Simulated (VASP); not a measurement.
# CaS (Fm-3m) in VASP: a series of runs, part 2 of 3

VASP 6.6.1. The steps go on from the part before.

## (3) Electric field gradients, PBE (24.13 Å³/atom)

This run uses another cell than the first one, of 24.13 Å³/atom.

The input, INCAR:

```
SYSTEM = CaS
PREC     = Accurate       ! precision mode
ENCUT    = 400            ! plane-wave cutoff, eV
EDIFF    = 1E-8           ! SCF threshold, eV
ISMEAR   = -1             ! smearing method
SIGMA    = 0.01           ! smearing width, eV
LREAL    = .False.        ! projectors in reciprocal space
LASPH    = .True.         ! aspherical terms in the spheres
NELM     = 120            ! most SCF steps
ALGO     = Normal         ! electronic algorithm
ISIF     = 2              ! what is computed and relaxed
LWAVE    = .False.        ! write WAVECAR
LCHARG   = .False.        ! write CHGCAR
GGA      = PE             ! functional
LEFG     = .True.       
NBANDS   = 15             ! bands
GGA_COMPAT= .False.
```

The input, KPOINTS:

```
regular mesh
0
Gamma
  7 7 7
  0 0 0
```

The input, POSCAR:

```
CaS
1.0
    0.0000000000      2.8896148424      2.8896148424
    2.8896148424      0.0000000000      2.8896148424
    2.8896148424      2.8896148424      0.0000000000
Ca S
1 1
Direct
    0.0000000000      0.0000000000      0.0000000000
    0.5000000000      0.5000000000      0.5000000000
```

Potentials or basis: VASP PAW PBE potentials, release 64 (Ca_sv, S).

Command:

```console
$ cat potpaw_PBE.64/Ca_sv/POTCAR potpaw_PBE.64/S/POTCAR > POTCAR
$ mpirun -np 1 vasp_std > vasp.out
```

OUTCAR:

```text
SYSTEM = CaS
   PREC = Accurate
   ENCUT = 400
   EDIFF = 1E-8
   ISMEAR = -1
   LREAL = .False.
   LASPH = .True.
   NELM = 120
   ISIF = 2
   GGA = PE

 ion  position               nearest neighbor table
   1  0.000  0.000  0.000-   2 2.89   2 2.89   2 2.89   2 2.89   2 2.89   2 2.89
   2  0.500  0.500  0.500-   1 2.89   1 2.89   1 2.89   1 2.89   1 2.89   1 2.89

  LATTYP: Found a face centered cubic cell.
 ALAT       =     5.7792296848

  Lattice vectors:

 A1 = (   0.0000000000,   2.8896148424,   2.8896148424)
 A2 = (   2.8896148424,   0.0000000000,   2.8896148424)
 A3 = (   2.8896148424,   2.8896148424,   0.0000000000)

Analysis of symmetry for initial positions (statically):
=====================================================================
 Subroutine PRICEL returns:
 Original cell was already a primitive cell.

 Routine SETGRP: Setting up the symmetry group for a
 face centered cubic supercell.

 Subroutine GETGRP returns: Found 48 space group operations
 (whereof 48 operations were pure point group operations)
 out of a pool of 48 trial point group operations.

The static configuration has the point symmetry O_h .

Analysis of symmetry for dynamics (positions and initial velocities):
=====================================================================
 Subroutine PRICEL returns:
 Original cell was already a primitive cell.

 Routine SETGRP: Setting up the symmetry group for a
 face centered cubic supercell.

 Subroutine GETGRP returns: Found 48 space group operations
 (whereof 48 operations were pure point group operations)
 out of a pool of 48 trial point group operations.

The dynamic configuration has the point symmetry O_h .

 Subroutine INISYM returns: Found 48 space group operations
 (whereof 48 operations are pure point group operations),
 and found     1 'primitive' translations

----------------------------------------------------------------------------------------

                                     Primitive cell

  volume of cell :      48.2558

  direct lattice vectors                    reciprocal lattice vectors
     0.000000000  2.889614842  2.889614842    -0.173033441  0.173033441  0.173033441
     2.889614842  0.000000000  2.889614842     0.173033441 -0.173033441  0.173033441
     2.889614842  2.889614842  0.000000000     0.173033441  0.173033441 -0.173033441

  length of vectors
     4.086532500  4.086532500  4.086532500     0.299702712  0.299702712  0.299702712

  position of ions in fractional coordinates (direct lattice)
     0.000000000  0.000000000  0.000000000
     0.500000000  0.500000000  0.500000000

  ion indices of the primitive-cell ions
   primitive index   ion index
                 1           1
                 2           2

----------------------------------------------------------------------------------------

 KPOINTS: regular mesh

Automatic generation of k-mesh.
 Grid dimensions read from file:
 generate k-points for:    7    7    7
[... 75 lines left out ...]
   EFERMI_NEDOS =   21; number of points for ismear=-14 and -15
   IALGO  =     38    algorithm
   IMIX   =      4    mixing-type and parameters
     AMIX     =   0.40;   BMIX     =  1.00
     AMIX_MAG =   1.60;   BMIX_MAG =  1.00
  volume/ion in A,a.u.               =      24.13       162.82
  Fermi-wavevector in a.u.,A,eV,Ry     =   1.133091  2.141232 17.468461  1.283896
  Thomas-Fermi vector in A             =   2.269793
   LORBIT       =      0    0 simple, 1 ext, 2 COOP (PROOUT), +10 PAW based schemes
   GGA     = PE    functional components
   LHFCALC =     F    Hartree Fock is set to
   AEXX    =    0.0000 exact exchange contribution
   IVDW    =     0    specifies the selected vdW correction
   LEPSILON=     F    determine dielectric tensor
   LRPA    =     F    only Hartree local field effects (RPA)
 non-spin polarized calculation
  energy-cutoff  :      400.00
  volume of cell :       48.26
 maximum number of plane-waves:       893
   NGX = 13   NGY = 13   NGZ = 13

 number of electron      15.9999994 magnetization

 Free energy of the ion-electron system (eV)
  ---------------------------------------------------
  ext. energy  EPLUGINS =         0.00000000
  ---------------------------------------------------
  free energy    TOTEN  =       -10.35667032 eV

  energy without entropy =      -10.35667032  energy(sigma->0) =      -10.35667032

 E-fermi :   2.7189     XC(G=0):  -9.1270

 val. band max:        2.4244641130   @ k =   0.0000   0.0000   0.0000
 cond. band min:       4.9366223636   @ k =   0.4286   0.4286   0.0000
 fundamental gap:      2.5121582507
 Fermi energy:         2.7189118501

 k-point     1 :       0.0000    0.0000    0.0000
  band No.  band energies     occupation
      1     -36.9304      2.00000
      2     -17.9043      2.00000
      3     -17.9043      2.00000
      4     -17.9043      2.00000
      5      -8.7608      2.00000
      6       2.4245      2.00000
      7       2.4245      2.00000
      8       2.4245      2.00000
      9       6.3023      0.00000
     10       6.5884      0.00000
     11       6.5884      0.00000
     12       6.5884      0.00000
     13       7.1453      0.00000
     14       7.1453      0.00000
[... 329 lines left out ...]
      2     -17.9795      2.00000
      3     -17.9792      2.00000
      4     -17.9413      2.00000
      5      -8.0841      2.00000
      6       0.5663      2.00000
      7       0.6322      2.00000
      8       1.2128      2.00000
      9       6.8009      0.00000
     10       7.6931      0.00000
     11       8.4581      0.00000
     12       8.7536      0.00000
     13       8.9519      0.00000
     14      10.8479      0.00000
     15      12.0402      0.00000

------------------------ aborting loop because EDIFF is reached ----------------------------------------

  FORCE on cell =-STRESS in cart. coord.  units (eV):
  Direction    XX          YY          ZZ          XY          YZ          ZX
  --------------------------------------------------------------------------------------
  -------------------------------------------------------------------------------------
  Total       -0.5187502     -0.5187502     -0.5187502     -0.0000000      0.0000000     -0.0000000
  in kB      -17.2234038    -17.2234038    -17.2234038     -0.0000000      0.0000000     -0.0000000
  external PRESSURE =     -17.2234038 kB  Pullay stress =       0.0000000 kB

 VOLUME and BASIS-vectors are now :
 -----------------------------------------------------------------------------
  energy-cutoff  :      400.00
  volume of cell :       48.26
      direct lattice vectors                 reciprocal lattice vectors
     0.000000000  2.889614842  2.889614842    -0.173033441  0.173033441  0.173033441
     2.889614842  0.000000000  2.889614842     0.173033441 -0.173033441  0.173033441
     2.889614842  2.889614842  0.000000000     0.173033441  0.173033441 -0.173033441

 POSITION                                       TOTAL-FORCE (eV/Angst)
 -----------------------------------------------------------------------------------
      0.00000      0.00000      0.00000         0.000000     -0.000000      0.000000
      2.88961      2.88961      2.88961        -0.000000      0.000000     -0.000000
 -----------------------------------------------------------------------------------
    total drift:                                0.000000      0.000000      0.000000

  FREE ENERGIE OF THE ION-ELECTRON SYSTEM (eV)
  ---------------------------------------------------
  free  energy   TOTEN  =       -10.3566703186 eV

  energy  without entropy=      -10.3566703186  energy(sigma->0) =      -10.35667032

 Electric field gradients (V/A^2)
---------------------------------------------------------------------
 ion       V_xx      V_yy      V_zz      V_xy      V_xz      V_yz
---------------------------------------------------------------------
   1       0.000    -0.000    -0.000    -0.000    -0.000    -0.000
   2      -0.000    -0.000     0.000     0.000     0.000     0.000
---------------------------------------------------------------------

 Electric field gradients after diagonalization (V/A^2)
 (convention: |V_zz| > |V_xx| > |V_yy|)
----------------------------------------------------------------------
 ion       V_xx      V_yy      V_zz     asymmetry (V_yy - V_xx)/ V_zz
----------------------------------------------------------------------
   1       0.000     0.000    -0.000       0.000
   2      -0.000    -0.000     0.001       0.000
----------------------------------------------------------------------

           NMR quadrupolar parameters

 Cq : quadrupolar parameter    Cq=e*Q*V_zz/h
 eta: asymmetry parameters     (V_yy - V_xx)/ V_zz
 Q  : nuclear electric quadrupole moment in mb (millibarn)
----------------------------------------------------------------------
 ion       Cq(MHz)       eta       Q (mb)
----------------------------------------------------------------------
   1      -0.000       0.000       1.000
   2       0.000       0.000       1.000
----------------------------------------------------------------------
```

It took 13 s on 1 thread of Intel Xeon 8259CL, shared host; peak memory 0.15 GiB.

Results:

* Free energy: -10.3567 eV
* Pressure: -1.7 GPa
* Band gap on the k mesh: 2.51 eV (least direct gap 3.27 eV)
* Largest electric field gradient by atom: under 0.05 V/Å² on every atom

Levels at points of the mesh, in eV from the valence-band top:
| k point | band 4 | band 5 | band 6 | band 7 | band 8 | band 9 | band 10 | band 11 | band 12 | band 13 |
| --- | --- | --- | --- | --- | --- | --- | --- | --- | --- | --- |
| (0.00, 0.00, 0.00) | -20.33 | -11.19 | 0.00 | 0.00 | 0.00 | 3.88 | 4.16 | 4.16 | 4.16 | 4.72 |

Caveat: an odd mesh through Γ misses points on the zone boundary, where band edges can lie.

(Part 2 of 3 ends here.)
